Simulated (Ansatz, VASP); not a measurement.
Be: VASP beside Ansatz

```xyz
12
Lattice="3.4563 0.0000 0.0000 -1.7281 2.9932 0.0000 0.0000 0.0000 10.6122" Properties=species:S:1:pos:R:3 pbc="T T T"
Be    1.7281    0.9977    6.9312
Be    1.7281    0.9977    0.5633
Be    1.7281    0.9977    4.7428
Be    1.7281    0.9977    8.9871
Be    0.0000    0.0000    2.6530
Be    0.0000    1.9955   10.0489
Be    0.0000    0.0000    7.9591
Be    1.7281    0.9977    2.6530
Be    0.0000    1.9955    3.6810
Be    0.0000    1.9955    7.9591
Be    0.0000    1.9955    1.6251
Be    0.0000    1.9955    5.8694
```

Alike in both runs: task single point; functional PBE; k mesh 6 × 6 × 2; occupations gaussian, width 0.2 eV; no spin polarisation.

```csv
,VASP,Ansatz
version,VASP 6.6.1,Ansatz 0.2.0
potentials or method,"VASP PAW PBE potentials, release 64 (Be), cutoff 520 eV","scalar-relativistic, plane waves, PAW"
valence electrons in the cell,24,24
```

|  | VASP | Ansatz | Ansatz less VASP |
| --- | --- | --- | --- |
| gap on the k mesh at the Fermi level (eV) | none | none | - |
| pressure (GPa) | 0.3 | 0.1 | -0.13 |
| traceless stress, the component that is largest in VASP (GPa) | 0.22 | 0.21 | -0.016 |
| rms of the force components (eV/Å) | 0.008 | 0.010 | +0.0024 |

Atom by atom the forces differ by 0.003 eV/Å (rms over components). A gap of «none» marks a metal or a gap that the smearing closes.
